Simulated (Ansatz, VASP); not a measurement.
This is a calculation of RbMgSbO3 for VASP 6.6.1.

File INCAR:

```
  PREC = Accurate
  ENCUT = 520
  EDIFF = 1E-7
  ISMEAR = -1
  SIGMA = 0.05
  LREAL = F
  LASPH = T
  NELM = 100
  ALGO = Normal
  ISIF = 2
  LWAVE = F
  LCHARG = F
  GGA = PE
  NBANDS = 26
```

KPOINTS

```
Automatic mesh
0
Gamma
  6 6 6
```

The input POSCAR:

```
RbMgSbO3
1.0
    3.1638236813      1.8266344541      3.7945591935
   -3.1638236813      1.8266344541      3.7945591935
    0.0000000000     -3.6532689081      3.7945591935
Sb Rb Mg O
1 1 1 3
Direct
    0.5701276200      0.5701276200      0.5701276200
    0.8952780900      0.8952780900      0.8952780900
    0.3185392300      0.3185392300      0.3185392300
    0.4946454750      0.9672602300      0.4946454750
    0.9672602300      0.4946454750      0.4946454750
    0.4946454750      0.4946454750      0.9672602300
```

Potentials or basis: VASP PAW PBE potentials, release 64 (Sb, Rb_sv, Mg, O).

Command:

```bash
$ cat potpaw_PBE.64/Sb/POTCAR potpaw_PBE.64/Rb_sv/POTCAR potpaw_PBE.64/Mg/POTCAR potpaw_PBE.64/O/POTCAR > POTCAR
$ mpirun -np 1 vasp_std > vasp.out
```

Question: Set up the same calculation for Ansatz 0.2.0. Potentials there: Ansatz PAW.

Answer: As run (the cutoff follows the program's own potentials):

input.yaml

```yaml
crystal:
  lattice:
    - [3.1638236813, 1.8266344541, 3.7945591935]
    - [-3.1638236813, 1.8266344541, 3.7945591935]
    - [0.0, -3.6532689081, 3.7945591935]
  atoms:
    - { symbol: Sb, position: [0.57012762, 0.57012762, 0.57012762] }
    - { symbol: Rb, position: [0.89527809, 0.89527809, 0.89527809] }
    - { symbol: Mg, position: [0.31853923, 0.31853923, 0.31853923] }
    - { symbol: O, position: [0.494645475, 0.96726023, 0.494645475] }
    - { symbol: O, position: [0.96726023, 0.494645475, 0.494645475] }
    - { symbol: O, position: [0.494645475, 0.494645475, 0.96726023] }
hamiltonian:
  xc: pbe
  pseudopotentials: { kind: paw }
kpoints:
  mp_grid: { grid: [6, 6, 6] }
scf:
  occupations: { method: fermi_dirac, width: 0.05 }
output:
  forces: true
  stress: true
  eigenvalues: true
```

Potentials or basis: Ansatz PAW.

The run is started by

```bash
$ ansatz run input.yaml --threads 2 --pin off --max-ram 5120MiB --backend cpu --events-out ev --progress --plain --runs-dir out
```

Both were run:

|  | VASP | Ansatz | Ansatz less VASP |
| --- | --- | --- | --- |
| gap on the k mesh at the Fermi level (eV) | 2.83 | 2.84 | +0.013 |
| least direct gap on the mesh (eV) | 2.84 | 2.86 | +0.016 |
| pressure (GPa) | -0.5 | -0.5 | -0.05 |
| traceless stress, the component that is largest in VASP (GPa) | 1.91 | 1.91 | +0.002 |
| rms of the force components (eV/Å) | 0.101 | 0.140 | +0.0392 |

Atom by atom the forces differ by 0.042 eV/Å (rms over components). With one functional, cell and mesh, what is left measures potentials, basis and numerics. VASP's potentials hold 34 valence electrons a cell and Ansatz's 52, so a difference there can come from the potentials and not from the codes.

Spin-orbit coupling is off throughout.
